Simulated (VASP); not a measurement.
# SnO2 (R3m) in VASP: a series of runs

Runs on SnO2. Level: LDA. Tasks: single point.

All numbers are computed with VASP 6.6.1; they aren't measurements. Logs are shortened: lines on timing, memory, paths and dates and some standing lists are left out, and cuts for length are marked.

## (1) The cell of the first run

Symmetry: R3m, No. 160, trigonal system. Conventional cell: a = 6.416 Å, b = 6.416 Å, c = 12.244 Å, α = 90.00°, β = 90.00°, γ = 120.00°. Within 2.8 Å of Sn (site symmetry 3m) lie 6 O at 2.09 Å. Sn (site symmetry m) has 6 O at 2.09 to 2.17 Å within 2.8 Å. O (site symmetry 3m) has 4 Sn at 2.17 to 2.95 Å and 6 O at 2.72 to 2.79 Å within 3.0 Å. O (site symmetry m) has 3 Sn at 2.09 Å and 6 O at 2.67 to 2.84 Å within 2.9 Å. Within 2.9 Å of O (site symmetry 3m) lie 3 Sn at 2.09 Å and 6 O at 2.67 to 2.84 Å. Within 2.9 Å of O (site symmetry m) lie 3 Sn at 2.09 Å and 6 O at 2.67 to 2.84 Å.

## (2) Single point, LDA (atom 5 (O) moved +0.167 Å along Cartesian [0 0 1])

Input file INCAR:

```
SYSTEM = SnO2
PREC = Accurate
ENCUT = 520
EDIFF = 1E-6
ISMEAR = 0
SIGMA = 0.05
LREAL = .FALSE.
LASPH = .TRUE.
NELM = 80
ALGO = Normal
ISIF = 2
LWAVE = .FALSE.
LCHARG = .TRUE.
LELF = .TRUE.
LVHAR = .TRUE.
NBANDS = 64
```

Input file KPOINTS:

```
regular mesh
0
G
  6 6 6
  0 0 0
```

Input file POSCAR:

```
SnO2
1.0
   -3.2078313831     -1.8520423126      4.0813809037
    3.2078313831     -1.8520423126      4.0813809037
    0.0000000000      3.7040846251      4.0813809037
Sn O
4 8
Direct
    0.5000000000      0.5000000000      0.5000000000
    1.0000000000      1.0000000000      0.5000000000
    1.0000000000      0.5000000000      0.0000000000
    0.5000000000      1.0000000000      0.0000000000
    0.2588052187      0.2588052187      0.2588052187
    0.7451905456      0.7451905456      0.2451905456
    0.7451905456      0.2451905456      0.7451905456
    0.2451905456      0.7451905456      0.7451905456
    0.7548094544      0.7548094544      0.7548094544
    0.2548094544      0.2548094544      0.7548094544
    0.2548094544      0.7548094544      0.2548094544
    0.7548094544      0.2548094544      0.2548094544
```

Potentials or basis: VASP PAW LDA potentials, release 64 (Sn_d, O).

Launch:

```sh
> cat potpaw_LDA.64/Sn_d/POTCAR potpaw_LDA.64/O/POTCAR > POTCAR
> mpirun -np 1 vasp_std > vasp.out
```

OUTCAR:

```text
SYSTEM = SnO2
   PREC = Accurate
   ENCUT = 520
   EDIFF = 1E-6
   ISMEAR = 0
   LREAL = .FALSE.
   LASPH = .TRUE.
   NELM = 80
   ISIF = 2

 ion  position               nearest neighbor table
   1  0.500  0.500  0.500-   7 2.09   8 2.09  11 2.09  12 2.09   6 2.09  10 2.09   2 3.21   2 3.21
                             3 3.21   4 3.21   4 3.21   3 3.21
   2  0.000  0.000  0.500-   7 2.09   8 2.09  11 2.09  12 2.09   9 2.09   5 2.17   1 3.21   1 3.21
                             3 3.21   3 3.21   4 3.21   4 3.21
   3  0.000  0.500  0.000-   6 2.09   9 2.09  10 2.09   8 2.09  12 2.09   5 2.17   4 3.21   4 3.21
                             2 3.21   1 3.21   1 3.21   2 3.21
   4  0.500  0.000  0.000-   6 2.09   9 2.09  10 2.09   7 2.09  11 2.09   5 2.17   3 3.21   3 3.21
                             1 3.21   1 3.21   2 3.21   2 3.21
   5  0.259  0.259  0.259-   3 2.17   4 2.17   2 2.17
   6  0.745  0.745  0.245-   3 2.09   4 2.09   1 2.09
   7  0.745  0.245  0.745-   1 2.09   2 2.09   4 2.09
   8  0.245  0.745  0.745-   1 2.09   2 2.09   3 2.09
   9  0.755  0.755  0.755-   3 2.09   4 2.09   2 2.09
  10  0.255  0.255  0.755-   3 2.09   4 2.09   1 2.09
  11  0.255  0.755  0.255-   1 2.09   2 2.09   4 2.09
  12  0.755  0.255  0.255-   1 2.09   2 2.09   3 2.09

  LATTYP: Found a trigonal (rhomboedric) cell.
 ALAT       =     5.5116161869
 COS(alpha) =     0.3225221110

  Lattice vectors:

 A1 = (  -3.2078313831,  -1.8520423126,   4.0813809037)
 A2 = (   3.2078313831,  -1.8520423126,   4.0813809037)
 A3 = (   0.0000000000,   3.7040846251,   4.0813809037)

Analysis of symmetry for initial positions (statically):
=====================================================================
 Subroutine PRICEL returns:
 Original cell was already a primitive cell.

 Routine SETGRP: Setting up the symmetry group for a
 trigonal (rhombohedral) supercell.

 Subroutine GETGRP returns: Found  6 space group operations
 (whereof  6 operations were pure point group operations)
 out of a pool of 12 trial point group operations.

The static configuration has the point symmetry C_3v.

Analysis of symmetry for dynamics (positions and initial velocities):
=====================================================================
 Subroutine PRICEL returns:
 Original cell was already a primitive cell.

 Routine SETGRP: Setting up the symmetry group for a
 trigonal (rhombohedral) supercell.

 Subroutine GETGRP returns: Found  6 space group operations
 (whereof  6 operations were pure point group operations)
 out of a pool of 12 trial point group operations.

The dynamic configuration has the point symmetry C_3v.
[... 133 lines left out ...]
   EFERMI =   0.00;   METHOD = LEGACY
   ISMEAR =     0;   SIGMA  =   0.05  broadening in eV -4-tet -1-fermi 0-gaus
   EFERMI_NEDOS =   21; number of points for ismear=-14 and -15
   IALGO  =     38    algorithm
   IMIX   =      4    mixing-type and parameters
     AMIX     =   0.40;   BMIX     =  1.00
     AMIX_MAG =   1.60;   BMIX_MAG =  1.00
  volume/ion in A,a.u.               =      12.12        81.82
  Fermi-wavevector in a.u.,A,eV,Ry     =   1.463791  2.766163 29.152978  2.142683
  Thomas-Fermi vector in A             =   2.579844
   LORBIT       =      0    0 simple, 1 ext, 2 COOP (PROOUT), +10 PAW based schemes
   GGA     = CA    functional components
   LHFCALC =     F    Hartree Fock is set to
   AEXX    =    0.0000 exact exchange contribution
   IVDW    =     0    specifies the selected vdW correction
   LEPSILON=     F    determine dielectric tensor
   LRPA    =     F    only Hartree local field effects (RPA)
 non-spin polarized calculation
 Gauss-broadening in eV      SIGMA  =   0.05
  energy-cutoff  :      520.00
  volume of cell :      145.49
 maximum number of plane-waves:      3946
 NGX is ok and might be reduce to    42
   NGX = 21   NGY = 21   NGZ = 21

 number of electron     104.0000035 magnetization

 Free energy of the ion-electron system (eV)
  ---------------------------------------------------
  ext. energy  EPLUGINS =         0.00000000
  ---------------------------------------------------
  free energy    TOTEN  =       -82.09993666 eV

  energy without entropy =      -82.09993666  energy(sigma->0) =      -82.09993666

 E-fermi :   5.8834     XC(G=0): -11.7052

 val. band max:        5.6396595495   @ k =   0.0000   0.0000   0.0000
 cond. band min:       7.0059184690   @ k =   0.0000   0.0000   0.0000
 fundamental gap:      1.3662589195
 Fermi energy:         5.8833961378

 k-point     1 :       0.0000    0.0000    0.0000
  band No.  band energies     occupation
      1     -15.3761      2.00000
      2     -15.3761      2.00000
      3     -15.2598      2.00000
      4     -14.7360      2.00000
      5     -14.4766      2.00000
      6     -14.4766      2.00000
[... 1597 lines left out ...]
     63      15.0920      0.00000
     64      15.1182      0.00000

 [... further k-points ...]

------------------------ aborting loop because EDIFF is reached ----------------------------------------

  FORCE on cell =-STRESS in cart. coord.  units (eV):
  Direction    XX          YY          ZZ          XY          YZ          ZX
  --------------------------------------------------------------------------------------
  -------------------------------------------------------------------------------------
  Total       -0.0201136     -0.0201136     -1.8137103      0.0000000      0.0000000      0.0000000
  in kB       -0.2215029     -0.2215029    -19.9736612      0.0000000      0.0000000      0.0000000
  external PRESSURE =      -6.8055556 kB  Pullay stress =       0.0000000 kB

 VOLUME and BASIS-vectors are now :
 -----------------------------------------------------------------------------
  energy-cutoff  :      520.00
  volume of cell :      145.49
      direct lattice vectors                 reciprocal lattice vectors
    -3.207831383 -1.852042313  4.081380904    -0.155868542 -0.089990745  0.081671704
     3.207831383 -1.852042313  4.081380904     0.155868542 -0.089990745  0.081671704
     0.000000000  3.704084625  4.081380904     0.000000000  0.179981489  0.081671704

 POSITION                                       TOTAL-FORCE (eV/Angst)
 -----------------------------------------------------------------------------------
      0.00000     -0.00000      6.12207         0.000000      0.000000     -0.012402
      0.00000      1.85204      2.04069         0.000000     -0.393894      0.412993
      1.60392     -0.92602      2.04069        -0.341122      0.196947      0.412993
     -1.60392     -0.92602      2.04069         0.341122      0.196947      0.412993
      0.00000     -0.00000      3.16885         0.000000      0.000000     -1.737460
      0.00000     -1.85204      7.08353         0.000000      0.009677      0.036635
     -1.60392      0.92602      7.08353         0.008381     -0.004838      0.036635
      1.60392      0.92602      7.08353        -0.008381     -0.004838      0.036635
      0.00000     -0.00000      9.24199         0.000000      0.000000     -0.031693
      0.00000      1.85204      5.16061         0.000000      0.375261      0.144224
      1.60392     -0.92602      5.16061         0.324985     -0.187630      0.144224
     -1.60392     -0.92602      5.16061        -0.324985     -0.187630      0.144224
 -----------------------------------------------------------------------------------
    total drift:                                0.000000     -0.000000      0.000434

  FREE ENERGIE OF THE ION-ELECTRON SYSTEM (eV)
  ---------------------------------------------------
  free  energy   TOTEN  =       -82.0999366646 eV

  energy  without entropy=      -82.0999366646  energy(sigma->0) =      -82.09993666
```

OSZICAR:

```text
N       E                     dE             d eps       ncg     rms          rms(c)
DAV:   1     0.157926563177E+04    0.15793E+04   -0.48412E+04  4808   0.258E+03
DAV:   2     0.256048332055E+03   -0.13232E+04   -0.12524E+04  4280   0.801E+02
DAV:   3    -0.649988718752E+02   -0.32105E+03   -0.31302E+03  4480   0.282E+02
DAV:   4    -0.930032413198E+02   -0.28004E+02   -0.27659E+02  5056   0.920E+01
DAV:   5    -0.938463812357E+02   -0.84314E+00   -0.83999E+00  4784   0.167E+01    0.212E+01
DAV:   6    -0.821585693085E+02    0.11688E+02   -0.40042E+01  6448   0.711E+01    0.822E+00
DAV:   7    -0.822935512214E+02   -0.13498E+00   -0.49298E+00  4616   0.934E+00    0.447E+00
DAV:   8    -0.821392137130E+02    0.15434E+00   -0.69832E-01  5944   0.568E+00    0.115E+00
DAV:   9    -0.820986284833E+02    0.40585E-01   -0.13168E-01  6112   0.384E+00    0.155E-01
DAV:  10    -0.820999776142E+02   -0.13491E-02   -0.15633E-02  4568   0.661E-01    0.142E-01
DAV:  11    -0.820999355202E+02    0.42094E-04   -0.13751E-03  6152   0.287E-01    0.519E-02
DAV:  12    -0.820999336615E+02    0.18587E-05   -0.14483E-04  5840   0.885E-02    0.164E-02
DAV:  13    -0.820999368448E+02   -0.31832E-05   -0.22560E-05  5104   0.283E-02    0.636E-03
DAV:  14    -0.820999366646E+02    0.18016E-06   -0.16863E-06  3056   0.122E-02
   1 F= -.82099937E+02 E0= -.82099937E+02  d E =-.624881E-14
```

stdout:

```text
POSCAR found type information on POSCAR SnO
 POSCAR found :  2 types and      12 ions
 scaLAPACK will be used
 LDA part: xc-table for (Slater(with rela. corr.)+CA(PZ))
 , standard interpolation
 POSCAR, INCAR and KPOINTS ok, starting setup
 FFT: planning ... GRIDC
 FFT: planning ... GRID_SOFT
 FFT: planning ... GRID
 WAVECAR not read
 entering main loop
```

Run time: 3.9 min. Hardware: 1 thread of Intel Xeon Platinum 8488C (Sapphire Rapids), shared host; peak memory 0.34 GiB.

Results:

| Item | Value |
| --- | --- |
| Free energy | -82.0999 eV |
| Pressure | -0.7 GPa |
| Largest force | 1.737 eV/Å |
| Band gap on the k mesh | 1.37 eV |

Forces on the atoms (eV/Å):
```
Sn   0.000  0.000 -0.012
Sn   0.000 -0.394  0.413
Sn  -0.341  0.197  0.413
Sn   0.341  0.197  0.413
O    0.000  0.000 -1.737
O    0.000  0.010  0.037
O    0.008 -0.005  0.037
O   -0.008 -0.005  0.037
O    0.000  0.000 -0.032
O    0.000  0.375  0.144
O    0.325 -0.188  0.144
O   -0.325 -0.188  0.144
```

Levels at points of the mesh, in eV from the valence-band top:
```
           k point  band 48  band 49  band 50  band 51  band 52  band 53  band 54  band 55  band 56  band 57
(0.00, 0.00, 0.00)    -0.66    -0.18    -0.18    -0.16     0.00     1.37     4.45     4.45     4.62     5.07
(0.50, 0.00, 0.00)    -0.73    -0.52    -0.49    -0.23    -0.12     3.92     3.99     5.38     5.50     6.26
(0.50, 0.50, 0.00)    -1.07    -0.82    -0.75    -0.36    -0.26     4.40     4.52     5.40     5.51     7.28
(0.50, 0.50, 0.50)    -1.34    -1.34    -1.29    -1.18    -1.18     3.67     5.22     5.22     5.34     5.72
```

Caveat: the cell differs from its parent crystal (atom 5 (O) moved +0.167 Å along Cartesian [0 0 1]); spin-orbit coupling is left out, which moves the levels of the heavy elements; forces of over 1 eV/Å act on the atoms, so gaps and moduli don't describe the material at rest.

## (3) Single point, LDA (atom 5 (O) moved +0.100 Å along Cartesian [0 0 1])

Input file INCAR:

```
SYSTEM = SnO2
PREC = Accurate
ENCUT = 520
EDIFF = 1E-7
ISMEAR = 0
SIGMA = 0.05
LREAL = .False.
LASPH = .True.
NELM = 80
ALGO = Normal
ISIF = 2
LWAVE = .False.
LCHARG = .False.
NBANDS = 64
```

Input file KPOINTS:

```
regular mesh
0
Gamma
  6 6 6
  0 0 0
```

POSCAR, as its differences from that of step 2:

```diff
@@ -12,3 +12,3 @@
     0.5000000000      1.0000000000      0.0000000000
-    0.2588052187      0.2588052187      0.2588052187
+    0.2533577160      0.2533577160      0.2533577160
     0.7451905456      0.7451905456      0.2451905456
```

Potentials or basis: VASP PAW LDA potentials, release 64 (Sn_d, O).

Launch:

```sh
> cat potpaw_LDA.64/Sn_d/POTCAR potpaw_LDA.64/O/POTCAR > POTCAR
> mpirun -np 1 vasp_std > vasp.out
```

OUTCAR:

```text
SYSTEM = SnO2
   PREC = Accurate
   ENCUT = 520
   EDIFF = 1E-7
   ISMEAR = 0
   LREAL = .False.
   LASPH = .True.
   NELM = 80
   ISIF = 2

 ion  position               nearest neighbor table
   1  0.500  0.500  0.500-   7 2.09   8 2.09  11 2.09  12 2.09   6 2.09  10 2.09   2 3.21   2 3.21
                             3 3.21   4 3.21   4 3.21   3 3.21
   2  0.000  0.000  0.500-   7 2.09   8 2.09  11 2.09  12 2.09   9 2.09   5 2.13   1 3.21   1 3.21
                             3 3.21   3 3.21   4 3.21   4 3.21
   3  0.000  0.500  0.000-   6 2.09   9 2.09  10 2.09   8 2.09  12 2.09   5 2.13   4 3.21   4 3.21
                             2 3.21   1 3.21   1 3.21   2 3.21
   4  0.500  0.000  0.000-   6 2.09   9 2.09  10 2.09   7 2.09  11 2.09   5 2.13   3 3.21   3 3.21
                             1 3.21   1 3.21   2 3.21   2 3.21
   5  0.253  0.253  0.253-   3 2.13   4 2.13   2 2.13
   6  0.745  0.745  0.245-   3 2.09   4 2.09   1 2.09
   7  0.745  0.245  0.745-   1 2.09   2 2.09   4 2.09
   8  0.245  0.745  0.745-   1 2.09   2 2.09   3 2.09
   9  0.755  0.755  0.755-   3 2.09   4 2.09   2 2.09
  10  0.255  0.255  0.755-   3 2.09   4 2.09   1 2.09
[... 1826 lines left out ...]

  FORCE on cell =-STRESS in cart. coord.  units (eV):
  Direction    XX          YY          ZZ          XY          YZ          ZX
  --------------------------------------------------------------------------------------
  -------------------------------------------------------------------------------------
  Total        0.3639404      0.3639404     -0.9397438      0.0000000      0.0000000      0.0000000
  in kB        4.0079286      4.0079286    -10.3490202      0.0000000      0.0000000      0.0000000
  external PRESSURE =      -0.7777210 kB  Pullay stress =       0.0000000 kB

 VOLUME and BASIS-vectors are now :
 -----------------------------------------------------------------------------
  energy-cutoff  :      520.00
  volume of cell :      145.49
      direct lattice vectors                 reciprocal lattice vectors
    -3.207831383 -1.852042313  4.081380904    -0.155868542 -0.089990745  0.081671704
     3.207831383 -1.852042313  4.081380904     0.155868542 -0.089990745  0.081671704
     0.000000000  3.704084625  4.081380904     0.000000000  0.179981489  0.081671704

 POSITION                                       TOTAL-FORCE (eV/Angst)
 -----------------------------------------------------------------------------------
      0.00000     -0.00000      6.12207         0.000000      0.000000     -0.001824
      0.00000      1.85204      2.04069         0.000000     -0.264015      0.253796
      1.60392     -0.92602      2.04069        -0.228644      0.132008      0.253796
     -1.60392     -0.92602      2.04069         0.228644      0.132008      0.253796
      0.00000     -0.00000      3.10215         0.000000      0.000000     -1.038024
      0.00000     -1.85204      7.08353         0.000000      0.006076      0.046479
     -1.60392      0.92602      7.08353         0.005262     -0.003038      0.046479
      1.60392      0.92602      7.08353        -0.005262     -0.003038      0.046479
      0.00000     -0.00000      9.24199         0.000000      0.000000     -0.044274
      0.00000      1.85204      5.16061         0.000000      0.227269      0.061098
      1.60392     -0.92602      5.16061         0.196821     -0.113635      0.061098
     -1.60392     -0.92602      5.16061        -0.196821     -0.113635      0.061098
 -----------------------------------------------------------------------------------
    total drift:                                0.000000      0.000000     -0.000084

  FREE ENERGIE OF THE ION-ELECTRON SYSTEM (eV)
  ---------------------------------------------------
  free  energy   TOTEN  =       -82.1927068884 eV

  energy  without entropy=      -82.1927068883  energy(sigma->0) =      -82.19270689
```

OSZICAR:

```text
N       E                     dE             d eps       ncg     rms          rms(c)
DAV:   1     0.158709450896E+04    0.15871E+04   -0.48416E+04  4784   0.258E+03
DAV:   2     0.255644977712E+03   -0.13314E+04   -0.12607E+04  4280   0.800E+02
DAV:   3    -0.652983288179E+02   -0.32094E+03   -0.31218E+03  4488   0.281E+02
DAV:   4    -0.931640827282E+02   -0.27866E+02   -0.27531E+02  5056   0.916E+01
DAV:   5    -0.939957085871E+02   -0.83163E+00   -0.82913E+00  4744   0.166E+01    0.212E+01
DAV:   6    -0.822523693586E+02    0.11743E+02   -0.40233E+01  6432   0.707E+01    0.823E+00
DAV:   7    -0.823869203514E+02   -0.13455E+00   -0.48883E+00  4584   0.919E+00    0.449E+00
DAV:   8    -0.822335583622E+02    0.15336E+00   -0.72759E-01  5968   0.578E+00    0.117E+00
DAV:   9    -0.821915893763E+02    0.41969E-01   -0.17171E-01  6096   0.424E+00    0.173E-01
DAV:  10    -0.821926604069E+02   -0.10710E-02   -0.14704E-02  4608   0.764E-01    0.127E-01
DAV:  11    -0.821927006704E+02   -0.40264E-04   -0.10800E-03  5648   0.188E-01    0.380E-02
DAV:  12    -0.821927061646E+02   -0.54941E-05   -0.89585E-05  5480   0.826E-02    0.172E-02
DAV:  13    -0.821927074485E+02   -0.12839E-05   -0.90859E-06  5272   0.224E-02    0.928E-03
DAV:  14    -0.821927068597E+02    0.58880E-06   -0.40780E-06  5816   0.214E-02    0.210E-03
DAV:  15    -0.821927068884E+02   -0.28702E-07   -0.53741E-07  4432   0.510E-03
   1 F= -.82192707E+02 E0= -.82192707E+02  d E =-.134070E-10
```

It took 4.4 min on 1 thread of Intel Xeon Platinum 8488C (Sapphire Rapids), shared host; peak memory 0.34 GiB.

What came out:

```yaml
Free_energy: -82.1927 eV
Pressure: -0.1 GPa
Largest_force: 1.038 eV/Å
Band_gap_on_the_k_mesh: 1.45 eV
```

Forces in eV/Å, atoms in the order of the input:
```
Sn   0.000  0.000 -0.002
Sn   0.000 -0.264  0.254
Sn  -0.229  0.132  0.254
Sn   0.229  0.132  0.254
O    0.000  0.000 -1.038
O    0.000  0.006  0.046
O    0.005 -0.003  0.046
O   -0.005 -0.003  0.046
O    0.000  0.000 -0.044
O    0.000  0.227  0.061
O    0.197 -0.114  0.061
O   -0.197 -0.114  0.061
```

Stress tensor (GPa, compression positive):
```
 0.40  0.00  0.00
 0.00  0.40  0.00
 0.00  0.00 -1.03
```

Caveat: the cell differs from its parent crystal (atom 5 (O) moved +0.100 Å along Cartesian [0 0 1]); spin-orbit coupling is left out, which moves the levels of the heavy elements; forces of over 1 eV/Å act on the atoms, so gaps and moduli don't describe the material at rest.
